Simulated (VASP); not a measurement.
# Na7Li9F16 (P1) in VASP: single point with HSE06

Aim: the single point of Na7Li9F16 with HSE06.

All numbers are computed with VASP 6.6.1; they aren't measurements. Logs are shortened: lines on timing, memory, paths and dates and some standing lists are left out, and cuts for length are marked.

## 1. The cell of the first run

The typed cell holds 64 atoms: a = 8.658 Å, b = 8.658 Å, c = 8.658 Å, α = 90.00°, β = 90.00°, γ = 90.00°.

## 2. Single point, HSE06

POSCAR

```
Na7Li9F16
1.0
    8.6577090000      0.0000000000      0.0000000000
    0.0000000000      8.6577090000      0.0000000000
    0.0000000000      0.0000000000      8.6577090000
F Li Na
32 18 14
Direct
    0.2378270000      0.0114570000      0.9969090000
    0.2629700000      0.0151580000      0.5128240000
    0.2311980000      0.4778860000      0.9994670000
    0.2620260000      0.4888990000      0.5000320000
    0.7580170000      0.0148280000      0.9878510000
    0.7349970000      0.0228950000      0.5175670000
    0.7627230000      0.4811260000      0.0001340000
    0.7410680000      0.4855650000      0.5010570000
    0.9993720000      0.2448110000      0.9985990000
    0.9971540000      0.2491660000      0.5126060000
    0.0142390000      0.7698700000      0.9988130000
    0.9932730000      0.7474350000      0.4989230000
    0.4832640000      0.2507270000      0.9848940000
    0.4986720000      0.2541240000      0.5139860000
    0.4886510000      0.7515320000      0.9994330000
    0.5155070000      0.7302780000      0.5019740000
    0.0095300000      0.0142270000      0.2395740000
    0.9898610000      0.0178350000      0.7614890000
    0.9883450000      0.4832150000      0.2352670000
    0.9877540000      0.4818670000      0.7643860000
    0.4872630000      0.0025060000      0.2669600000
    0.5030050000      0.0187690000      0.7393080000
    0.5153760000      0.4967110000      0.2597520000
    0.5134520000      0.4839690000      0.7400180000
    0.2344200000      0.2364020000      0.2591290000
    0.2401700000      0.2369180000      0.7499590000
    0.2492860000      0.7683210000      0.2350250000
    0.2509890000      0.7722600000      0.7629790000
    0.7632740000      0.2577860000      0.2512400000
    0.7502710000      0.2540670000      0.7540950000
    0.7521850000      0.7355000000      0.2633060000
    0.7513430000      0.7239280000      0.7352340000
    0.0029060000      0.0113860000      0.9930530000
    0.9993570000      0.4702650000      0.9983800000
    0.5016920000      0.0289570000      0.5114100000
    0.5098320000      0.4885430000      0.5055270000
    0.2416300000      0.2450010000      0.9839530000
    0.2502140000      0.2439180000      0.5062940000
    0.2380640000      0.7825140000      0.9992230000
    0.7706500000      0.2516620000      0.9905310000
    0.7526450000      0.2546660000      0.5082840000
    0.7380940000      0.7168630000      0.5048210000
    0.2425790000      0.0124890000      0.2425200000
    0.2535650000      0.0142830000      0.7482620000
    0.7515020000      0.0320910000      0.7463830000
    0.7540740000      0.4844220000      0.2502390000
    0.7513260000      0.4868510000      0.7492980000
    0.0011480000      0.2464720000      0.2393960000
    0.0011330000      0.2468850000      0.7484820000
    0.5058090000      0.2523810000      0.7483680000
    0.9978610000      0.0023830000      0.5024930000
    0.9975730000      0.4941140000      0.4993440000
    0.4971370000      0.0046710000      0.9982380000
    0.4999770000      0.4975520000      0.9983900000
    0.2597740000      0.7574460000      0.4987000000
    0.7572940000      0.7446910000      0.9960840000
    0.2494570000      0.4958690000      0.2471180000
    0.2508750000      0.4970710000      0.7521550000
    0.7506840000      0.0014400000      0.2570240000
    0.0003710000      0.7478260000      0.2453540000
    0.9979110000      0.7527710000      0.7521220000
    0.4980800000      0.2501310000      0.2516760000
    0.5007540000      0.7497590000      0.2541000000
    0.5041930000      0.7553080000      0.7472360000
```

INCAR.step1

```
SYSTEM = Na7Li9F16
ALGO = Normal
EDIFF = 1E-5
ENCUT = 520
GGA = PE
ISIF = 2
ISMEAR = -1
LASPH = .TRUE.
LCHARG = .FALSE.
LREAL = Auto
LUSENCCL = .FALSE.
LWAVE = .TRUE.
NBANDS = 226
NELM = 100
PREC = Accurate
SIGMA = 0.05
```

INCAR.step2

```
SYSTEM = Na7Li9F16
ALGO = Normal
EDIFF = 1E-7
ENCUT = 520
GGA = PE
HFSCREEN = 0.2079
ISIF = 2
ISMEAR = -1
ISTART = 1
LASPH = .TRUE.
LCHARG = .FALSE.
LHFCALC = .TRUE.
LREAL = Auto
LUSENCCL = .FALSE.
LWAVE = .FALSE.
NBANDS = 226
NELM = 100
PREC = Accurate
PRECFOCK = Fast
SIGMA = 0.05
```

KPOINTS

```
k-points
0
G
  1 1 1
  0 0 0
```

Potentials or basis: VASP PAW PBE potentials, release 64 (F, Li_sv, Na_pv).

Started as:

```sh
$ cat potpaw_PBE.64/F/POTCAR potpaw_PBE.64/Li_sv/POTCAR potpaw_PBE.64/Na_pv/POTCAR > POTCAR
$ cp INCAR.step1 INCAR
$ mpirun -np 1 vasp_gam > vasp.out
$ cp INCAR.step2 INCAR
$ mpirun -np 1 vasp_gam > vasp.out
```

OUTCAR:

```text
SYSTEM = Na7Li9F16
   EDIFF = 1E-7
   ENCUT = 520
   GGA = PE
   HFSCREEN = 0.2079
   ISIF = 2
   ISMEAR = -1
   ISTART = 1
   LASPH = .TRUE.
   LHFCALC = .TRUE.
   LREAL = Auto
   NELM = 100
   PREC = Accurate
   PRECFOCK = Fast

 ion  position               nearest neighbor table
   1  0.238  0.011  0.997-  39 1.98  37 2.03  33 2.03  43 2.13  44 2.16  53 2.25
   2  0.263  0.015  0.513-  38 1.98  44 2.04  35 2.07  55 2.23  51 2.30
   3  0.231  0.478  0.999-  34 2.01  37 2.02  58 2.15  57 2.16  54 2.33
   4  0.262  0.489  0.500-  38 2.12  36 2.15  58 2.19  57 2.19  52 2.29  55 2.33
   5  0.758  0.015  0.988-  40 2.05  45 2.10  33 2.12  53 2.26  59 2.33  56 2.34
   6  0.735  0.023  0.518-  45 1.99  41 2.01  35 2.02  59 2.27  51 2.29
   7  0.763  0.481  0.000-  40 1.99  34 2.05  46 2.17  47 2.17  54 2.28  56 2.28
   8  0.741  0.486  0.501-  36 2.00  41 2.00  42 2.00  47 2.15  46 2.17  52 2.22
   9  0.999  0.245  0.999-  34 1.95  40 1.98  33 2.02  48 2.08  37 2.10  49 2.17
  10  0.997  0.249  0.513-  49 2.04  41 2.12  52 2.12  51 2.14  38 2.19
  11  0.014  0.770  0.999-  39 1.94  33 2.09  61 2.15  60 2.15  56 2.24
  12  0.993  0.747  0.499-  61 2.19  52 2.19  60 2.20  51 2.21  42 2.23  55 2.31
  13  0.483  0.251  0.985-  50 2.06  37 2.09  53 2.14  54 2.15  62 2.31
  14  0.499  0.254  0.514-  35 1.95  50 2.03  36 2.03  38 2.15  41 2.20  62 2.27
  15  0.489  0.752  0.999-  39 2.19  64 2.19  53 2.19  54 2.20  63 2.21  56 2.33
  16  0.516  0.730  0.502-  42 1.93  36 2.09  64 2.14  63 2.16  55 2.23
  17  0.010  0.014  0.240-  48 2.01  43 2.02  33 2.14  59 2.25  51 2.28  60 2.31
[... 7 lines left out ...]
  25  0.234  0.236  0.259-  43 1.95  48 2.03  38 2.15  57 2.25  62 2.29
  26  0.240  0.237  0.750-  44 1.93  37 2.03  49 2.07  38 2.11  58 2.25
  27  0.249  0.768  0.235-  39 2.05  43 2.12  60 2.16  63 2.19  55 2.29
  28  0.251  0.772  0.763-  39 2.05  44 2.10  61 2.20  64 2.20  55 2.29
  29  0.763  0.258  0.251-  46 1.96  48 2.06  59 2.22  41 2.23  62 2.30
  30  0.750  0.254  0.754-  45 1.92  47 2.02  40 2.05  50 2.12  41 2.13  49 2.17
  31  0.752  0.736  0.263-  42 2.10  60 2.16  46 2.18  63 2.18  59 2.30  56 2.32
  32  0.751  0.724  0.735-  42 2.00  47 2.06  61 2.15  64 2.16  56 2.27
  33  0.003  0.011  0.993-  18 2.01   9 2.02   1 2.03  11 2.09   5 2.12  17 2.14
  34  0.999  0.470  0.998-   9 1.95   3 2.01  20 2.03   7 2.05  19 2.06
  35  0.502  0.029  0.511-  14 1.95  22 1.98   6 2.02   2 2.07  21 2.13
  36  0.510  0.489  0.506-   8 2.00  24 2.03  14 2.03  16 2.09  23 2.13   4 2.15
  37  0.242  0.245  0.984-   3 2.02   1 2.03  26 2.03  13 2.09   9 2.10
  38  0.250  0.244  0.506-   2 1.98  26 2.11   4 2.12  25 2.15  14 2.15  10 2.19
  39  0.238  0.783  0.999-  11 1.94   1 1.98  27 2.05  28 2.05  15 2.19
  40  0.771  0.252  0.991-   9 1.98   7 1.99   5 2.05  30 2.05
  41  0.753  0.255  0.508-   8 2.00   6 2.01  10 2.12  30 2.13  14 2.20  29 2.23
  42  0.738  0.717  0.505-  16 1.93  32 2.00   8 2.00  31 2.10  12 2.23
  43  0.243  0.012  0.243-  25 1.95  17 2.02  27 2.12   1 2.13  21 2.13
  44  0.254  0.014  0.748-  26 1.93   2 2.04  28 2.10   1 2.16  22 2.16
  45  0.752  0.032  0.746-  30 1.92   6 1.99  18 2.07   5 2.10  22 2.16
  46  0.754  0.484  0.250-  29 1.96  19 2.03  23 2.07   7 2.17   8 2.17  31 2.18
  47  0.751  0.487  0.749-  30 2.02  20 2.05  32 2.06  24 2.06   8 2.15   7 2.17
  48  0.001  0.246  0.239-  17 2.01  25 2.03  19 2.05  29 2.06   9 2.08
  49  0.001  0.247  0.748-  18 1.99  20 2.04  10 2.04  26 2.07   9 2.17  30 2.17
  50  0.506  0.252  0.748-  24 2.01  22 2.02  14 2.03  13 2.06  30 2.12
  51  0.998  0.002  0.502-  10 2.14  12 2.21  18 2.25  17 2.28   6 2.29   2 2.30
  52  0.998  0.494  0.499-  10 2.12  12 2.19   8 2.22  19 2.29   4 2.29  20 2.30
  53  0.497  0.005  0.998-  13 2.14  15 2.19  22 2.25   1 2.25   5 2.26  21 2.33
  54  0.500  0.498  0.998-  13 2.15  15 2.20  24 2.24  23 2.27   7 2.28   3 2.33
  55  0.260  0.757  0.499-  16 2.23   2 2.23  27 2.29  28 2.29  12 2.31   4 2.33
  56  0.757  0.745  0.996-  11 2.24  32 2.27   7 2.28  31 2.32  15 2.33   5 2.34
  57  0.249  0.496  0.247-   3 2.16   4 2.19  25 2.25  19 2.27  23 2.30
  58  0.251  0.497  0.752-   3 2.15   4 2.19  26 2.25  24 2.28  20 2.28
  59  0.751  0.001  0.257-  29 2.22  17 2.25   6 2.27  21 2.28  31 2.30   5 2.33
  60  0.000  0.748  0.245-  11 2.15  31 2.16  27 2.16  12 2.20  19 2.29  17 2.31
  61  0.998  0.753  0.752-  11 2.15  32 2.15  12 2.19  28 2.20  18 2.30  20 2.35
  62  0.498  0.250  0.252-  23 2.14  21 2.15  14 2.27  25 2.29  29 2.30  13 2.31
  63  0.501  0.750  0.254-  16 2.16  31 2.18  27 2.19  21 2.19  23 2.20  15 2.21
  64  0.504  0.755  0.747-  16 2.14  32 2.16  15 2.19  28 2.20  22 2.28

  LATTYP: Found a simple cubic cell.
 ALAT       =     8.6577090000

  Lattice vectors:

 A1 = (   8.6577090000,   0.0000000000,   0.0000000000)
 A2 = (   0.0000000000,   8.6577090000,   0.0000000000)
[... 215 lines left out ...]
   ions per type =              32  18  14
   NGX,Y,Z   is equivalent  to a cutoff of  12.29, 12.29, 12.29 a.u.
   NGXF,Y,Z  is equivalent  to a cutoff of  24.58, 24.58, 24.58 a.u.
 SYSTEM =  Na7Li9F16
   PREC   = accura    normal or accurate (medium, high low for compatibility)
   ISTART =      1    job   : 0-new  1-cont  2-samecut
   ICHARG =      0    charge: 1-file 2-atom 10-const
   ISPIN  =      1    spin polarized calculation?
   LNONCOLLINEAR =      F non collinear calculations
   LSORBIT =      F    spin-orbit coupling
   LASPH  =      T    aspherical Exc in radial PAW
   ENCUT  =  520.0 eV  38.22 Ry    6.18 a.u.  16.10 16.10 16.10*2*pi/ulx,y,z
   NELM   =    100;   NELMIN=  2; NELMDL=  0     # of ELM steps
   EDIFF  = 0.1E-06   stopping-criterion for ELM
   LREAL  =      T    real-space projection
   EDIFFG = 0.1E-05   stopping-criterion for IOM
   NSW    =      0    number of steps for IOM
   IBRION =     -1    ionic relax: 0-MD 1-quasi-New 2-CG
   NFREE  =      0    steps in history (QN), initial steepest desc. (CG)
   ISIF   =      2    stress and relaxation
   ISYM   =      3    0-nonsym 1-usesym 2-fastsym
   POTIM  = 0.5000    time-step for ionic-motion
   TEBEG  =    0.0;   TEEND  =   0.0 temperature during run
   PSTRESS=    0.0 pullay stress
   NELECT =     376.0000    total number of electrons
   NUPDOWN=      -1.0000    fix difference up-down
   EMIN   =  10.00;   EMAX   =-10.00  energy-range for DOS
   EFERMI =   0.00;   METHOD = LEGACY
   ISMEAR =    -1;   SIGMA  =   0.05  broadening in eV -4-tet -1-fermi 0-gaus
   EFERMI_NEDOS =   21; number of points for ismear=-14 and -15
   IALGO  =     38    algorithm
   IMIX   =      1    mixing-type and parameters
     AMIX     =   0.40;   BMIX     =  1.00
     AMIX_MAG =   1.60;   BMIX_MAG =  1.00
  volume/ion in A,a.u.               =      10.14        68.43
  Fermi-wavevector in a.u.,A,eV,Ry     =   1.364796  2.579091 25.343145  1.862669
  Thomas-Fermi vector in A             =   2.491081
   LORBIT       =      0    0 simple, 1 ext, 2 COOP (PROOUT), +10 PAW based schemes
   GGA     = PE    functional components
   LHFCALC =     T    Hartree Fock is set to
   PRECFOCK=fast      Normal, Fast or Accurate (Low or Medium for compatibility)
   ENCUT4O =  -1.0   cutoff for four orbital integrals eV
   NKREDX  =     1    reduce k-point grid by
   NKREDY  =     1    reduce k-point grid by
   NKREDZ  =     1    reduce k-point grid by
   AEXX    =    0.2500 exact exchange contribution
   HFSCREEN=    0.2079 screening length (either q_TF or 0.3 A-1)
   HFSCREENC=   0.2079 screening length for correlation (either q_TF or 0.3 A-1)
   ENCUTFOCK=  -1.0 apply spherical cutoff to Coloumb kernel
   IVDW    =     0    specifies the selected vdW correction
   LEPSILON=     F    determine dielectric tensor
   LRPA    =     F    only Hartree local field effects (RPA)
 non-spin polarized calculation
  energy-cutoff  :      520.00
  volume of cell :      648.95
 maximum number of plane-waves:      8731
  NGX = 36; NGY = 36; NGZ = 36

 number of electron     375.9999993 magnetization

 Free energy of the ion-electron system (eV)
  ---------------------------------------------------
  ext. energy  EPLUGINS =         0.00000000
  ---------------------------------------------------
  free energy    TOTEN  =      -346.50714627 eV

  energy without entropy =     -346.50714627  energy(sigma->0) =     -346.50714627

 E-fermi :  -1.9167     XC(G=0):  -7.7744

 val. band max:       -3.3011383571   @ k =   0.0000   0.0000   0.0000
 cond. band min:       6.1142946941   @ k =   0.0000   0.0000   0.0000
 fundamental gap:      9.4154330512
 Fermi energy:        -1.9166895631

 k-point     1 :       0.0000    0.0000    0.0000
  band No.  band energies     occupation
      1     -46.7401      2.00000
      2     -46.7012      2.00000
      3     -46.6780      2.00000
      4     -46.6712      2.00000
      5     -46.6696      2.00000
      6     -46.6142      2.00000
[... 192 lines left out ...]
    199       9.6208      0.00000
    200       9.7142      0.00000
 [bands above 200 left out]

------------------------ aborting loop because EDIFF is reached ----------------------------------------

  FORCE on cell =-STRESS in cart. coord.  units (eV):
  Direction    XX          YY          ZZ          XY          YZ          ZX
  --------------------------------------------------------------------------------------
  -------------------------------------------------------------------------------------
  Total       -0.9197897      2.5453336      0.2113564      0.7090031      0.4985649     -0.3221509
  in kB       -2.2708591      6.2841470      0.5218157      1.7504503      1.2309016     -0.7953549
  external PRESSURE =       1.5117012 kB  Pullay stress =       0.0000000 kB

 VOLUME and BASIS-vectors are now :
 -----------------------------------------------------------------------------
  energy-cutoff  :      520.00
  volume of cell :      648.95
      direct lattice vectors                 reciprocal lattice vectors
     8.657709000  0.000000000  0.000000000     0.115503998  0.000000000  0.000000000
     0.000000000  8.657709000  0.000000000     0.000000000  0.115503998  0.000000000
     0.000000000  0.000000000  8.657709000     0.000000000  0.000000000  0.115503998

 POSITION                                       TOTAL-FORCE (eV/Angst)
 -----------------------------------------------------------------------------------
      2.05904      0.09919      8.63095        -0.005503     -0.001812     -0.002391
      2.27672      0.13123      4.43988         0.004960      0.017813      0.010034
      2.00165      4.13740      8.65309        -0.016098     -0.020522     -0.004683
      2.26854      4.23275      4.32913        -0.000242     -0.002271      0.004536
      6.56269      0.12838      8.55253         0.000605      0.007391     -0.009770
      6.36339      0.19822      4.48094        -0.009164      0.020283      0.016901
[... 56 lines left out ...]
      4.33538      6.49120      2.19992        -0.002306      0.000118     -0.003367
      4.36516      6.53924      6.46935        -0.004312      0.001415      0.003814
 -----------------------------------------------------------------------------------
    total drift:                                0.006753      0.017322     -0.006750

  FREE ENERGIE OF THE ION-ELECTRON SYSTEM (eV)
  ---------------------------------------------------
  free  energy   TOTEN  =      -346.5071462710 eV

  energy  without entropy=     -346.5071462710  energy(sigma->0) =     -346.50714627
```

Run time: 4.4 min. Hardware: 1 × NVIDIA H100 80GB with 1 thread of AMD EPYC 7R13 (Zen 3), shared host; peak memory 1.5 GiB.

Results:

- Free energy: -346.5071 eV
- Largest force: 0.028 eV/Å
- Band gap on the k mesh: 9.42 eV

Forces on the atoms (eV/Å):
```
F   -0.006 -0.002 -0.002
F    0.005  0.018  0.010
F   -0.016 -0.021 -0.005
F    0.000 -0.002  0.005
F    0.001  0.007 -0.010
F   -0.009  0.020  0.017
F    0.010 -0.018 -0.006
F   -0.005 -0.004  0.000
F   -0.003  0.011 -0.001
F   -0.009 -0.002  0.010
F    0.014  0.010  0.001
F    0.003  0.001  0.000
F   -0.021  0.001 -0.009
F    0.001 -0.009  0.015
F    0.003 -0.004 -0.001
F    0.018 -0.014 -0.001
F    0.002  0.011  0.006
F   -0.007  0.011  0.003
F   -0.004 -0.007 -0.008
F   -0.001 -0.011  0.009
F    0.000  0.000  0.010
F    0.001  0.013 -0.008
F    0.004 -0.003 -0.002
F    0.000 -0.017 -0.004
F   -0.009 -0.019  0.011
F   -0.005 -0.011  0.003
F   -0.002  0.010 -0.006
F    0.000  0.006  0.007
F    0.006  0.007 -0.008
F    0.001 -0.011  0.000
F    0.000  0.003  0.003
F    0.000 -0.010 -0.012
Li   0.002 -0.002  0.008
Li   0.000 -0.010  0.005
Li   0.001  0.011  0.003
Li   0.001  0.006 -0.010
Li   0.019  0.006 -0.018
Li   0.002  0.005 -0.017
Li  -0.007  0.014  0.003
Li   0.027  0.004  0.008
Li   0.002 -0.006 -0.003
Li  -0.011 -0.011 -0.006
Li   0.005  0.005  0.001
Li   0.000  0.001 -0.002
Li   0.000  0.013  0.000
Li  -0.007 -0.014  0.000
Li  -0.002  0.004  0.001
Li   0.005  0.004 -0.002
Li   0.000  0.001 -0.007
Li   0.000  0.000  0.005
Na   0.000 -0.008 -0.004
Na   0.004  0.007 -0.003
Na   0.000 -0.005  0.006
Na   0.000  0.005  0.006
Na  -0.002 -0.003 -0.001
Na  -0.004  0.001  0.003
Na   0.003  0.003  0.002
Na   0.003  0.011 -0.002
Na  -0.002 -0.006  0.002
Na  -0.001 -0.002  0.004
Na   0.000 -0.001 -0.003
Na  -0.002  0.000 -0.008
Na  -0.002  0.000 -0.003
Na  -0.004  0.001  0.004
```

Caveat: the k points lie up to 0.73 Å⁻¹ apart; the cutoff is under 1.25 times the usual one of these potentials, so pressure, stress and relaxed cells hold a basis-set (Pulay) error; the PAW data sets were made with another functional, which shifts forces and pressure a little. A k mesh can miss the band edges.
